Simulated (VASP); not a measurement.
# Al3Si2F (R3m) in VASP: single point with PBE

Aim: the single point of Al3Si2F with PBE.

Everything below comes from runs of VASP 6.6.1. Logs are shortened: lines on timing, memory, paths and dates and some standing lists are left out, and cuts for length are marked.

**1. The cell of the first run**

Symmetry: R3m, No. 160, trigonal system. Conventional cell: a = 5.366 Å, b = 5.366 Å, c = 14.983 Å, α = 90.00°, β = 90.00°, γ = 120.00°. Within 2.8 Å of Al (site symmetry m) lie 1 F at 2.11 Å and 3 Si at 2.50 to 2.77 Å and 4 Al at 2.68 to 2.69 Å. Within 3.1 Å of Si (site symmetry 3m) lie 1 Si at 2.34 Å and 3 Al at 2.50 Å. Within 3.1 Å of Si (site symmetry 3m) lie 1 Si at 2.34 Å and 6 Al at 2.77 Å. Within 2.8 Å of F (site symmetry 3m) lie 3 Al at 2.11 Å.

**2. Single point, PBE**

Contents of INCAR:

```
ALGO = Normal
EDIFF = 1E-6
ENCUT = 600
GGA = PE
GGA_COMPAT = F
ISIF = 2
ISMEAR = 0
LASPH = T
LCHARG = F
LREAL = F
LWAVE = F
NBANDS = 21
NELM = 120
PREC = Accurate
SIGMA = 0.15
```

Contents of KPOINTS:

```
k-points
0
Gamma
  3 3 3
```

Contents of POSCAR:

```
Al3Si2F
1.0
    2.6830948884      1.5490855580      4.9944530018
   -2.6830948884      1.5490855580      4.9944530018
    0.0000000000     -3.0981711102      4.9944530036
Al Si F
3 2 1
Direct
    0.5444157445      0.0455027440      0.5444157445
    0.5444157445      0.5444157445      0.0455027440
    0.0455027440      0.5444157445      0.5444157445
    0.2471641172      0.2471641172      0.2471641172
    0.0909005340      0.0909005340      0.0909005340
    0.8069141158      0.8069141158      0.8069141158
```

Potentials or basis: VASP PAW PBE potentials, release 64 (Al, Si, F).

Command:

```bash
> cat potpaw_PBE.64/Al/POTCAR potpaw_PBE.64/Si/POTCAR potpaw_PBE.64/F/POTCAR > POTCAR
> mpirun -np 1 vasp_std > vasp.out
```

OUTCAR:

```text
EDIFF = 1E-6
   ENCUT = 600
   GGA = PE
   ISIF = 2
   ISMEAR = 0
   LASPH = T
   LREAL = F
   NELM = 120
   PREC = Accurate

 ion  position               nearest neighbor table
   1  0.544  0.046  0.544-   6 2.11   4 2.50   2 2.68   3 2.68   2 2.69   3 2.69   5 2.77   5 2.77

   2  0.544  0.544  0.046-   6 2.11   4 2.50   1 2.68   3 2.68   3 2.69   1 2.69   5 2.77   5 2.77

   3  0.046  0.544  0.544-   6 2.11   4 2.50   2 2.68   1 2.68   2 2.69   1 2.69   5 2.77   5 2.77

   4  0.247  0.247  0.247-   5 2.34   2 2.50   3 2.50   1 2.50
   5  0.091  0.091  0.091-   4 2.34   3 2.77   1 2.77   1 2.77   3 2.77   2 2.77   2 2.77
   6  0.807  0.807  0.807-   2 2.11   1 2.11   3 2.11

  LATTYP: Found a trigonal (rhomboedric) cell.
 ALAT       =     5.8773484696
 COS(alpha) =     0.5831889945

  Lattice vectors:

 A1 = (   2.6830948884,   1.5490855580,   4.9944530018)
 A2 = (  -2.6830948884,   1.5490855580,   4.9944530018)
 A3 = (   0.0000000000,  -3.0981711102,   4.9944530036)

Analysis of symmetry for initial positions (statically):
=====================================================================
 Subroutine PRICEL returns:
 Original cell was already a primitive cell.

 Routine SETGRP: Setting up the symmetry group for a
 trigonal (rhombohedral) supercell.

 Subroutine GETGRP returns: Found  6 space group operations
 (whereof  6 operations were pure point group operations)
 out of a pool of 12 trial point group operations.

The static configuration has the point symmetry C_3v.

Analysis of symmetry for dynamics (positions and initial velocities):
=====================================================================
 Subroutine PRICEL returns:
 Original cell was already a primitive cell.

 Routine SETGRP: Setting up the symmetry group for a
 trigonal (rhombohedral) supercell.

 Subroutine GETGRP returns: Found  6 space group operations
 (whereof  6 operations were pure point group operations)
 out of a pool of 12 trial point group operations.

The dynamic configuration has the point symmetry C_3v.

 Subroutine INISYM returns: Found  6 space group operations
 (whereof  6 operations are pure point group operations),
 and found     1 'primitive' translations

----------------------------------------------------------------------------------------

                                     Primitive cell

  volume of cell :     124.5520

  direct lattice vectors                    reciprocal lattice vectors
     2.683094888  1.549085558  4.994453002     0.186351963  0.107590356  0.066740709
    -2.683094888  1.549085558  4.994453002    -0.186351963  0.107590356  0.066740709
     0.000000000 -3.098171110  4.994453004     0.000000000 -0.215180712  0.066740709

  length of vectors
     5.877348470  5.877348470  5.877348470     0.225293278  0.225293278  0.225293278

  position of ions in fractional coordinates (direct lattice)
     0.544415745  0.045502744  0.544415745
     0.544415745  0.544415745  0.045502744
     0.045502744  0.544415745  0.544415745
     0.247164117  0.247164117  0.247164117
     0.090900534  0.090900534  0.090900534
     0.806914116  0.806914116  0.806914116

  ion indices of the primitive-cell ions
   primitive index   ion index
                 1           1
                 2           2
                 3           3
                 4           4
                 5           5
                 6           6

----------------------------------------------------------------------------------------

 KPOINTS: k-points

Automatic generation of k-mesh.
 Grid dimensions read from file:
 generate k-points for:    3    3    3

 Generating k-lattice:

  Cartesian coordinates                     Fractional coordinates (reciprocal lattice)
     0.062117321  0.035863452  0.022246903     0.333333333  0.000000000  0.000000000
    -0.062117321  0.035863452  0.022246903     0.000000000  0.333333333  0.000000000
     0.000000000 -0.071726904  0.022246903     0.000000000  0.000000000  0.333333333

  Length of vectors
     0.075097759  0.075097759  0.075097759

  Shift w.r.t. Gamma in fractional coordinates (k-lattice)
     0.000000000  0.000000000  0.000000000

 Subroutine IBZKPT returns following result:
 ===========================================

 Found      6 irreducible k-points:

 Following reciprocal coordinates:
            Coordinates               Weight
  0.000000  0.000000  0.000000      1.000000
  0.333333 -0.000000  0.000000      6.000000
  0.333333  0.333333  0.000000      6.000000
 -0.333333  0.333333  0.000000      6.000000
  0.333333  0.333333  0.333333      2.000000
 -0.333333  0.333333  0.333333      6.000000
   k-points           NKPTS =      6   k-points in BZ     NKDIM =      6   number of bands    NBANDS=     21
   number of dos      NEDOS =    301   number of ions     NIONS =      6
   total plane-waves  NPLWV = 110592
   dimension x,y,z NGX =    48 NGY =   48 NGZ =   48
   dimension x,y,z NGXF=    96 NGYF=   96 NGZF=   96
   ions per type =               3   2   1
   NGX,Y,Z   is equivalent  to a cutoff of  13.58, 13.58, 13.58 a.u.
   NGXF,Y,Z  is equivalent  to a cutoff of  27.15, 27.15, 27.15 a.u.
 SYSTEM =  unknown system
   PREC   = accura    normal or accurate (medium, high low for compatibility)
   ISTART =      0    job   : 0-new  1-cont  2-samecut
   ICHARG =      2    charge: 1-file 2-atom 10-const
   ISPIN  =      1    spin polarized calculation?
   LNONCOLLINEAR =      F non collinear calculations
   LSORBIT =      F    spin-orbit coupling
   LASPH  =      T    aspherical Exc in radial PAW
   ENCUT  =  600.0 eV  44.10 Ry    6.64 a.u.  11.74 11.74 11.74*2*pi/ulx,y,z
   NELM   =    120;   NELMIN=  2; NELMDL= -5     # of ELM steps
   EDIFF  = 0.1E-05   stopping-criterion for ELM
   LREAL  =      F    real-space projection
   EDIFFG = 0.1E-04   stopping-criterion for IOM
   NSW    =      0    number of steps for IOM
   IBRION =     -1    ionic relax: 0-MD 1-quasi-New 2-CG
   NFREE  =      0    steps in history (QN), initial steepest desc. (CG)
   ISIF   =      2    stress and relaxation
   ISYM   =      2    0-nonsym 1-usesym 2-fastsym
   POTIM  = 0.5000    time-step for ionic-motion
   TEBEG  =    0.0;   TEEND  =   0.0 temperature during run
   PSTRESS=    0.0 pullay stress
   NELECT =      24.0000    total number of electrons
   NUPDOWN=      -1.0000    fix difference up-down
   EMIN   =  10.00;   EMAX   =-10.00  energy-range for DOS
   EFERMI =   0.00;   METHOD = LEGACY
   ISMEAR =     0;   SIGMA  =   0.15  broadening in eV -4-tet -1-fermi 0-gaus
   EFERMI_NEDOS =   21; number of points for ismear=-14 and -15
   IALGO  =     38    algorithm
   IMIX   =      4    mixing-type and parameters
     AMIX     =   0.40;   BMIX     =  1.00
     AMIX_MAG =   1.60;   BMIX_MAG =  1.00
  volume/ion in A,a.u.               =      20.76       140.09
  Fermi-wavevector in a.u.,A,eV,Ry     =   0.945573  1.786874 12.165081  0.894108
  Thomas-Fermi vector in A             =   2.073487
   LORBIT       =      0    0 simple, 1 ext, 2 COOP (PROOUT), +10 PAW based schemes
   GGA     = PE    functional components
   LHFCALC =     F    Hartree Fock is set to
   AEXX    =    0.0000 exact exchange contribution
   IVDW    =     0    specifies the selected vdW correction
   LEPSILON=     F    determine dielectric tensor
   LRPA    =     F    only Hartree local field effects (RPA)
 non-spin polarized calculation
 Gauss-broadening in eV      SIGMA  =   0.15
  energy-cutoff  :      600.00
  volume of cell :      124.55
 maximum number of plane-waves:      4172
   NGX = 23   NGY = 23   NGZ = 23

 number of electron      24.0000002 magnetization

 Free energy of the ion-electron system (eV)
  ---------------------------------------------------
  ext. energy  EPLUGINS =         0.00000000
  ---------------------------------------------------
  free energy    TOTEN  =       -24.54508399 eV

  energy without entropy =      -24.48165830  energy(sigma->0) =      -24.51337115

 E-fermi :   4.0803     XC(G=0):  -8.6969

 val. band max:        4.0591276310   @ k =   0.3333   0.3333   0.0000
 cond. band min:       4.1108969586   @ k =  -0.3333   0.3333   0.0000
 fundamental gap:      0.0517693276
 Fermi energy:         4.0802882841

 k-point     1 :       0.0000    0.0000    0.0000
  band No.  band energies     occupation
      1     -20.8504      2.00000
      2      -6.0925      2.00000
      3      -3.2873      2.00000
      4      -2.8939      2.00000
      5      -2.8939      2.00000
      6      -1.7603      2.00000
[... 13 lines left out ...]
     20      11.3025      0.00000
     21      12.1895      0.00000

 k-point     2 :       0.3333   -0.0000    0.0000
  band No.  band energies     occupation
      1     -20.8490      2.00000
      2      -5.6847      2.00000
      3      -3.7789      2.00000
      4      -2.9823      2.00000
      5      -2.8136      2.00000
      6      -2.3784      2.00000
[... 13 lines left out ...]
     20       9.8863      0.00000
     21      10.2826      0.00000

 k-point     3 :       0.3333    0.3333    0.0000
  band No.  band energies     occupation
      1     -20.8489      2.00000
      2      -5.4951      2.00000
      3      -3.7760      2.00000
      4      -3.4896      2.00000
      5      -3.0270      2.00000
      6      -2.2271      2.00000
[... 13 lines left out ...]
     20       9.6583      0.00000
     21      10.0327      0.00000

 k-point     4 :      -0.3333    0.3333    0.0000
  band No.  band energies     occupation
      1     -20.8483      2.00000
      2      -5.1503      2.00000
      3      -4.1615      2.00000
      4      -3.7275      2.00000
      5      -2.8370      2.00000
      6      -2.1256      2.00000
[... 13 lines left out ...]
     20       9.7210      0.00000
     21      10.1320      0.00000

 k-point     5 :       0.3333    0.3333    0.3333
  band No.  band energies     occupation
      1     -20.8500      2.00000
      2      -5.7408      2.00000
      3      -3.8986      2.00000
      4      -2.8993      2.00000
      5      -2.8993      2.00000
      6      -2.6771      2.00000
[... 13 lines left out ...]
     20       9.9321      0.00000
     21       9.9321      0.00000

 k-point     6 :      -0.3333    0.3333    0.3333
  band No.  band energies     occupation
      1     -20.8488      2.00000
      2      -5.1462      2.00000
      3      -4.4816      2.00000
      4      -3.2381      2.00000
      5      -3.0095      2.00000
      6      -2.3729      2.00000
[... 13 lines left out ...]
     20       9.5155      0.00000
     21      10.0180      0.00000

------------------------ aborting loop because EDIFF is reached ----------------------------------------

  FORCE on cell =-STRESS in cart. coord.  units (eV):
  Direction    XX          YY          ZZ          XY          YZ          ZX
  --------------------------------------------------------------------------------------
  -------------------------------------------------------------------------------------
  Total       -0.0330614     -0.0330614      0.0067644     -0.0000000      0.0000000      0.0000000
  in kB       -0.4252860     -0.4252860      0.0870145     -0.0000000      0.0000000      0.0000000
  external PRESSURE =      -0.2545192 kB  Pullay stress =       0.0000000 kB

 VOLUME and BASIS-vectors are now :
 -----------------------------------------------------------------------------
  energy-cutoff  :      600.00
  volume of cell :      124.55
      direct lattice vectors                 reciprocal lattice vectors
     2.683094888  1.549085558  4.994453002     0.186351963  0.107590356  0.066740709
    -2.683094888  1.549085558  4.994453002    -0.186351963  0.107590356  0.066740709
     0.000000000 -3.098171110  4.994453004     0.000000000 -0.215180712  0.066740709

 POSITION                                       TOTAL-FORCE (eV/Angst)
 -----------------------------------------------------------------------------------
      1.33863     -0.77286      5.66538        -0.010957      0.006326     -0.006998
      0.00000      1.54572      5.66538        -0.000000     -0.012652     -0.006998
     -1.33863     -0.77286      5.66538         0.010957      0.006326     -0.006998
      0.00000      0.00000      3.70335        -0.000000      0.000000      0.019995
      0.00000      0.00000      1.36200        -0.000000     -0.000000     -0.016578
      0.00000      0.00000     12.09028        -0.000000      0.000000      0.017579
 -----------------------------------------------------------------------------------
    total drift:                                0.000000      0.000000      0.000374

  FREE ENERGIE OF THE ION-ELECTRON SYSTEM (eV)
  ---------------------------------------------------
  free  energy   TOTEN  =       -24.5450839932 eV

  energy  without entropy=      -24.4816583002  energy(sigma->0) =      -24.51337115
```

Wall time 17 s (1 thread of Intel Xeon Platinum 8559C (Emerald Rapids), shared host); peak memory 0.31 GiB.

What came out:

* Free energy: -24.5451 eV
* Pressure: 0.0 GPa
* Largest force: 0.020 eV/Å
* Band gap on the k mesh: zero (band 12 reaches 4.06 eV, above the bottom of band 13 at 3.68 eV)

Forces on the atoms (eV/Å):
```
Al  -0.011  0.006 -0.007
Al   0.000 -0.013 -0.007
Al   0.011  0.006 -0.007
Si   0.000  0.000  0.020
Si   0.000  0.000 -0.017
F    0.000  0.000  0.018
```

Levels at points of the mesh, in eV from the Fermi level:
```tsv
k point	band 9	band 10	band 11	band 12	band 13	band 14	band 15	band 16
(0.00, 0.00, 0.00)	-2.99	-1.87	-1.64	-1.64	-0.40	0.85	0.85	3.58
```

Caveat: the k points lie up to 0.47 Å⁻¹ apart.
